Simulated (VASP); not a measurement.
# MoW2C4 (P6/mmm) in VASP: further runs

Runs on MoW2C4. Level: PBE. Tasks: single point.

Program: VASP 6.6.1. These are calculated values, not measurements. Logs are shortened: lines on timing, memory, paths and dates and some standing lists are left out, and cuts for length are marked.

### Step 1. The cell of the first run

Symmetry: P6/mmm, No. 191, hexagonal system. Conventional cell: a = 4.338 Å, b = 4.338 Å, c = 5.446 Å, α = 90.00°, β = 90.00°, γ = 120.00°. Within 3.4 Å of Mo (site symmetry 6/mmm) lie 12 C at 2.59 Å. Within 2.7 Å of W (site symmetry -6m2) lie 2 C at 2.07 Å and 3 W at 2.50 Å. C (site symmetry 3m) has 1 C at 1.31 Å within 1.8 Å.

The cell was built from a structure type or drawn by symmetry, and may not be a known phase.

### Step 2. Single point, PBE

INCAR

```
PREC = Accurate
ENCUT = 600
EDIFF = 1E-6
ISMEAR = 0
SIGMA = 0.2
LREAL = F
LASPH = T
NELM = 120
ALGO = Normal
ISIF = 2
LWAVE = F
LCHARG = F
GGA = PE
NBANDS = 38
GGA_COMPAT = F
```

KPOINTS

```
Automatic mesh
0
Gamma
  5 5 3
```

POSCAR

```
MoW2C4
1.0
    4.3380683108      0.0000000000      0.0000000000
   -2.1690341554      3.7568773605      0.0000000000
    0.0000000000      0.0000000000      5.4464092549
Mo W C
1 2 4
Direct
    0.0000000000      0.0000000000      0.5000000000
    0.3333333333      0.6666666667      0.0000000000
    0.6666666667      0.3333333333      0.0000000000
    0.3333333333      0.6666666667      0.3795559763
    0.3333333333      0.6666666667      0.6204440237
    0.6666666667      0.3333333333      0.6204440237
    0.6666666667      0.3333333333      0.3795559763
```

Potentials or basis: VASP PAW PBE potentials, release 64 (Mo_sv, W_sv, C).

The run is started by

```bash
> cat potpaw_PBE.64/Mo_sv/POTCAR potpaw_PBE.64/W_sv/POTCAR potpaw_PBE.64/C/POTCAR > POTCAR
> mpirun -np 1 vasp_std > vasp.out
```

OUTCAR:

```text
PREC = Accurate
   ENCUT = 600
   EDIFF = 1E-6
   ISMEAR = 0
   LREAL = F
   LASPH = T
   NELM = 120
   ISIF = 2
   GGA = PE

 ion  position               nearest neighbor table
   1  0.000  0.000  0.500-   4 2.59   5 2.59   6 2.59   7 2.59   4 2.59   5 2.59   6 2.59   7 2.59
                             6 2.59   7 2.59   4 2.59   5 2.59
   2  0.333  0.667  0.000-   4 2.07   5 2.07   3 2.50   3 2.50   3 2.50
   3  0.667  0.333  0.000-   6 2.07   7 2.07   2 2.50   2 2.50   2 2.50
   4  0.333  0.667  0.380-   5 1.31   2 2.07   1 2.59   1 2.59   1 2.59
   5  0.333  0.667  0.620-   4 1.31   2 2.07   1 2.59   1 2.59   1 2.59
   6  0.667  0.333  0.620-   7 1.31   3 2.07   1 2.59   1 2.59   1 2.59
   7  0.667  0.333  0.380-   6 1.31   3 2.07   1 2.59   1 2.59   1 2.59

  LATTYP: Found a hexagonal cell.
 ALAT       =     4.3380683108
 C/A-ratio  =     1.2554918145

  Lattice vectors:

 A1 = (   4.3380683108,   0.0000000000,   0.0000000000)
 A2 = (  -2.1690341554,   3.7568773605,   0.0000000000)
 A3 = (   0.0000000000,   0.0000000000,   5.4464092549)

Analysis of symmetry for initial positions (statically):
=====================================================================
 Subroutine PRICEL returns:
 Original cell was already a primitive cell.

 Routine SETGRP: Setting up the symmetry group for a
 hexagonal supercell.

 Subroutine GETGRP returns: Found 24 space group operations
 (whereof 24 operations were pure point group operations)
 out of a pool of 24 trial point group operations.

The static configuration has the point symmetry D_6h.

Analysis of symmetry for dynamics (positions and initial velocities):
=====================================================================
 Subroutine PRICEL returns:
 Original cell was already a primitive cell.

 Routine SETGRP: Setting up the symmetry group for a
 hexagonal supercell.

 Subroutine GETGRP returns: Found 24 space group operations
 (whereof 24 operations were pure point group operations)
 out of a pool of 24 trial point group operations.

The dynamic configuration has the point symmetry D_6h.

 Subroutine INISYM returns: Found 24 space group operations
 (whereof 24 operations are pure point group operations),
 and found     1 'primitive' translations

----------------------------------------------------------------------------------------

                                     Primitive cell

  volume of cell :      88.7633

  direct lattice vectors                    reciprocal lattice vectors
     4.338068311  0.000000000  0.000000000     0.230517347  0.133089253  0.000000000
    -2.169034155  3.756877360  0.000000000     0.000000000  0.266178505  0.000000000
     0.000000000  0.000000000  5.446409255     0.000000000  0.000000000  0.183607209

  length of vectors
     4.338068311  4.338068311  5.446409255     0.266178505  0.266178505  0.183607209

  position of ions in fractional coordinates (direct lattice)
     0.000000000  0.000000000  0.500000000
     0.333333333  0.666666667  0.000000000
     0.666666667  0.333333333  0.000000000
     0.333333333  0.666666667  0.379555976
     0.333333333  0.666666667  0.620444024
     0.666666667  0.333333333  0.620444024
     0.666666667  0.333333333  0.379555976

  ion indices of the primitive-cell ions
   primitive index   ion index
                 1           1
                 2           2
                 3           3
                 4           4
                 5           5
                 6           6
                 7           7

----------------------------------------------------------------------------------------

 KPOINTS: Automatic mesh

Automatic generation of k-mesh.
 Grid dimensions read from file:
 generate k-points for:    5    5    3

 Generating k-lattice:

  Cartesian coordinates                     Fractional coordinates (reciprocal lattice)
     0.046103469  0.026617851  0.000000000     0.200000000  0.000000000  0.000000000
     0.000000000  0.053235701  0.000000000     0.000000000  0.200000000  0.000000000
     0.000000000  0.000000000  0.061202403     0.000000000  0.000000000  0.333333333

  Length of vectors
     0.053235701  0.053235701  0.061202403

  Shift w.r.t. Gamma in fractional coordinates (k-lattice)
     0.000000000  0.000000000  0.000000000

 Subroutine IBZKPT returns following result:
 ===========================================

 Found     10 irreducible k-points:

 Following reciprocal coordinates:
            Coordinates               Weight
  0.000000  0.000000  0.000000      1.000000
  0.200000 -0.000000  0.000000      6.000000
  0.400000 -0.000000  0.000000      6.000000
  0.200000  0.200000  0.000000      6.000000
  0.400000  0.200000  0.000000      6.000000
  0.000000  0.000000  0.333333      2.000000
  0.200000 -0.000000  0.333333     12.000000
  0.400000 -0.000000  0.333333     12.000000
  0.200000  0.200000  0.333333     12.000000
  0.400000  0.200000  0.333333     12.000000
   k-points           NKPTS =     10   k-points in BZ     NKDIM =     10   number of bands    NBANDS=     38
   number of dos      NEDOS =    301   number of ions     NIONS =      7
   total plane-waves  NPLWV =  62208
   dimension x,y,z NGX =    36 NGY =   36 NGZ =   48
   dimension x,y,z NGXF=    72 NGYF=   72 NGZF=   96
   ions per type =               1   2   4
   NGX,Y,Z   is equivalent  to a cutoff of  13.80, 13.80, 14.65 a.u.
   NGXF,Y,Z  is equivalent  to a cutoff of  27.59, 27.59, 29.30 a.u.
 SYSTEM =  unknown system
   PREC   = accura    normal or accurate (medium, high low for compatibility)
   ISTART =      0    job   : 0-new  1-cont  2-samecut
   ICHARG =      2    charge: 1-file 2-atom 10-const
   ISPIN  =      1    spin polarized calculation?
   LNONCOLLINEAR =      F non collinear calculations
   LSORBIT =      F    spin-orbit coupling
   LASPH  =      T    aspherical Exc in radial PAW
   ENCUT  =  600.0 eV  44.10 Ry    6.64 a.u.   8.66  8.66 10.88*2*pi/ulx,y,z
   NELM   =    120;   NELMIN=  2; NELMDL= -5     # of ELM steps
   EDIFF  = 0.1E-05   stopping-criterion for ELM
   LREAL  =      F    real-space projection
   EDIFFG = 0.1E-04   stopping-criterion for IOM
   NSW    =      0    number of steps for IOM
   IBRION =     -1    ionic relax: 0-MD 1-quasi-New 2-CG
   NFREE  =      0    steps in history (QN), initial steepest desc. (CG)
   ISIF   =      2    stress and relaxation
   ISYM   =      2    0-nonsym 1-usesym 2-fastsym
   POTIM  = 0.5000    time-step for ionic-motion
   TEBEG  =    0.0;   TEEND  =   0.0 temperature during run
   PSTRESS=    0.0 pullay stress
   NELECT =      58.0000    total number of electrons
   NUPDOWN=      -1.0000    fix difference up-down
   EMIN   =  10.00;   EMAX   =-10.00  energy-range for DOS
   EFERMI =   0.00;   METHOD = LEGACY
   ISMEAR =     0;   SIGMA  =   0.20  broadening in eV -4-tet -1-fermi 0-gaus
   EFERMI_NEDOS =   21; number of points for ismear=-14 and -15
   IALGO  =     38    algorithm
   IMIX   =      4    mixing-type and parameters
     AMIX     =   0.40;   BMIX     =  1.00
     AMIX_MAG =   1.60;   BMIX_MAG =  1.00
  volume/ion in A,a.u.               =      12.68        85.57
  Fermi-wavevector in a.u.,A,eV,Ry     =   1.420604  2.684552 27.458119  2.018115
  Thomas-Fermi vector in A             =   2.541501
   LORBIT       =      0    0 simple, 1 ext, 2 COOP (PROOUT), +10 PAW based schemes
   GGA     = PE    functional components
   LHFCALC =     F    Hartree Fock is set to
   AEXX    =    0.0000 exact exchange contribution
   IVDW    =     0    specifies the selected vdW correction
   LEPSILON=     F    determine dielectric tensor
   LRPA    =     F    only Hartree local field effects (RPA)
 non-spin polarized calculation
 Gauss-broadening in eV      SIGMA  =   0.20
  energy-cutoff  :      600.00
  volume of cell :       88.76
 maximum number of plane-waves:      2975
 NGX is ok and might be reduce to    36
   NGX = 17   NGY = 17   NGZ = 21

 number of electron      57.9999992 magnetization

 Free energy of the ion-electron system (eV)
  ---------------------------------------------------
  ext. energy  EPLUGINS =         0.00000000
  ---------------------------------------------------
  free energy    TOTEN  =       -63.91001681 eV

  energy without entropy =      -63.80887068  energy(sigma->0) =      -63.85944375

 E-fermi :   7.8407     XC(G=0): -12.0412

 val. band max:        7.8392080530   @ k =   0.0000   0.0000   0.0000
 cond. band min:       7.8530070755   @ k =   0.4000  -0.0000   0.0000
 fundamental gap:      0.0137990225
 Fermi energy:         7.8407397581

 k-point     1 :       0.0000    0.0000    0.0000
  band No.  band energies     occupation
      1     -65.8589      2.00000
      2     -65.6026      2.00000
      3     -54.0177      2.00000
      4     -30.6174      2.00000
      5     -30.6174      2.00000
      6     -30.3301      2.00000
[... 30 lines left out ...]
     37      12.2153      0.00000
     38      12.2154      0.00000

 k-point     2 :       0.2000   -0.0000    0.0000
  band No.  band energies     occupation
      1     -65.8378      2.00000
      2     -65.6244      2.00000
      3     -54.0175      2.00000
      4     -30.6542      2.00000
      5     -30.5340      2.00000
      6     -30.3015      2.00000
[... 30 lines left out ...]
     37      12.4882      0.00000
     38      12.6970      0.00000

 k-point     3 :       0.4000   -0.0000    0.0000
  band No.  band energies     occupation
      1     -65.7883      2.00000
      2     -65.6749      2.00000
      3     -54.0173      2.00000
      4     -30.7093      2.00000
      5     -30.3585      2.00000
      6     -30.2349      2.00000
[... 30 lines left out ...]
     37      12.5751      0.00000
[... 207 lines left out ...]
 k-point     9 :       0.2000    0.2000    0.3333
  band No.  band energies     occupation
      1     -65.8006      2.00000
      2     -65.6624      2.00000
      3     -54.0173      2.00000
      4     -30.7160      2.00000
      5     -30.3662      2.00000
      6     -30.2520      2.00000
[... 30 lines left out ...]
     37      11.1691      0.00000
     38      12.2872      0.00000

 k-point    10 :       0.4000    0.2000    0.3333
  band No.  band energies     occupation
      1     -65.7581      2.00000
      2     -65.7053      2.00000
      3     -54.0172      2.00000
      4     -30.7555      2.00000
      5     -30.1951      2.00000
      6     -30.1809      2.00000
[... 30 lines left out ...]
     37      11.4688      0.00000
     38      12.2988      0.00000

------------------------ aborting loop because EDIFF is reached ----------------------------------------

  FORCE on cell =-STRESS in cart. coord.  units (eV):
  Direction    XX          YY          ZZ          XY          YZ          ZX
  --------------------------------------------------------------------------------------
  -------------------------------------------------------------------------------------
  Total        0.4172624      0.4172624      0.1267286      0.0000000      0.0000000      0.0000000
  in kB        7.5315809      7.5315809      2.2874496      0.0000000      0.0000000      0.0000000
  external PRESSURE =       5.7835372 kB  Pullay stress =       0.0000000 kB

 VOLUME and BASIS-vectors are now :
 -----------------------------------------------------------------------------
  energy-cutoff  :      600.00
  volume of cell :       88.76
      direct lattice vectors                 reciprocal lattice vectors
     4.338068311  0.000000000  0.000000000     0.230517347  0.133089253  0.000000000
    -2.169034155  3.756877360  0.000000000     0.000000000  0.266178505  0.000000000
     0.000000000  0.000000000  5.446409255     0.000000000  0.000000000  0.183607209

 POSITION                                       TOTAL-FORCE (eV/Angst)
 -----------------------------------------------------------------------------------
      0.00000      0.00000      2.72320        -0.000000      0.000000     -0.000000
     -0.00000      2.50458      0.00000        -0.000000      0.000000     -0.000000
      2.16903      1.25229      0.00000         0.000000     -0.000000     -0.000000
     -0.00000      2.50458      2.06722         0.000000      0.000000     -0.136882
     -0.00000      2.50458      3.37919         0.000000     -0.000000      0.136882
      2.16903      1.25229      3.37919        -0.000000     -0.000000      0.136882
      2.16903      1.25229      2.06722        -0.000000      0.000000     -0.136882
 -----------------------------------------------------------------------------------
    total drift:                                0.000000      0.000000      0.000000

  FREE ENERGIE OF THE ION-ELECTRON SYSTEM (eV)
  ---------------------------------------------------
  free  energy   TOTEN  =       -63.9100168056 eV

  energy  without entropy=      -63.8088706850  energy(sigma->0) =      -63.85944375
```

It took 35 s on 1 thread of Intel Xeon Platinum 8559C (Emerald Rapids), shared host; peak memory 0.25 GiB.

Results:

```
Free energy            : -63.9100 eV
Pressure               : 0.6 GPa
Largest force          : 0.137 eV/Å
Band gap on the k mesh : zero (bands 29 and 30 overlap by 0.28 eV)
```

Forces in eV/Å, atoms in the order of the input:
```
Mo   0.000  0.000  0.000
W    0.000  0.000  0.000
W    0.000  0.000  0.000
C    0.000  0.000 -0.137
C    0.000  0.000  0.137
C    0.000  0.000  0.137
C    0.000  0.000 -0.137
```

Caveat: the k points lie up to 0.38 Å⁻¹ apart; spin-orbit coupling is left out, which moves the levels of the heavy elements.

### Step 3. Single point, PBE

This run uses another cell than the first one, of 18.10 Å³/atom.

INCAR

```
PREC = Accurate
ENCUT = 600
EDIFF = 1E-6
ISMEAR = 0
SIGMA = 0.2
LREAL = False
LASPH = True
NELM = 120
ALGO = Normal
ISIF = 2
LWAVE = False
LCHARG = True
GGA = PE
LELF = True
LVHAR = True
NBANDS = 38
GGA_COMPAT = False
```

KPOINTS

```
Automatic mesh
0
Gamma
  4 4 2
```

POSCAR

```
MoW2C4
1.0
    3.9736364185     -0.0000000027      0.0000000000
   -1.9868182070      3.4412700852      0.0000000000
    0.0000000000      0.0000000000      9.2659716001
Mo W C
1 2 4
Direct
    0.0000000000      0.0000000000      0.5000000000
    0.0000000000      0.0000000000      0.7986455390
    0.0000000000      0.0000000000      0.2013544610
    0.5000000000      0.0000000000      0.5000000000
    0.0000000000      0.5000000000      0.5000000000
    0.5000000000      0.5000000000      0.5000000000
    0.0000000000      0.0000000000      0.0000000000
```

Potentials or basis: VASP PAW PBE potentials, release 64 (Mo_sv, W_sv, C).

The run is started by

```bash
> cat potpaw_PBE.64/Mo_sv/POTCAR potpaw_PBE.64/W_sv/POTCAR potpaw_PBE.64/C/POTCAR > POTCAR
> mpirun -np 1 vasp_std > vasp.out
```

Wall time 49 s (1 thread of Intel Xeon Platinum 8559C (Emerald Rapids), shared host); peak memory 0.29 GiB.

The run converged. Its results:

| Property | Result |
| --- | --- |
| Free energy | -52.5674 eV |
| Pressure | 0.1 GPa |
| Largest force | 0.033 eV/Å |
| Band gap on the k mesh | zero (bands 29 and 30 overlap by 0.78 eV) |

Forces on the atoms (eV/Å):
```
Mo   0.000  0.000  0.000
W    0.000  0.000 -0.033
W    0.000  0.000  0.033
C    0.000  0.000  0.000
C    0.000  0.000  0.000
C    0.000  0.000  0.000
C    0.000  0.000  0.000
```

Stress tensor (GPa, compression positive):
```
-0.04  0.00  0.00
 0.00 -0.04  0.00
 0.00  0.00  0.27
```

Levels at points of the mesh, in eV from the Fermi level:
| k point | band 27 | band 28 | band 29 | band 30 | band 31 | band 32 |
| --- | --- | --- | --- | --- | --- | --- |
| (0.00, 0.00, 0.00) | -1.21 | -1.21 | -0.13 | -0.13 | 0.02 | 0.02 |
| (0.50, 0.00, 0.00) | -0.26 | 0.38 | 0.58 | 0.81 | 1.00 | 1.11 |
| (0.00, 0.00, 0.50) | -0.33 | -0.31 | -0.20 | -0.20 | 0.10 | 0.10 |
| (0.50, 0.00, 0.50) | -0.32 | -0.08 | 0.29 | 0.60 | 1.10 | 1.15 |

Caveat: the k points lie up to 0.46 Å⁻¹ apart, too coarse for converged energies and pressures of a metal; spin-orbit coupling is left out, which moves the levels of the heavy elements.
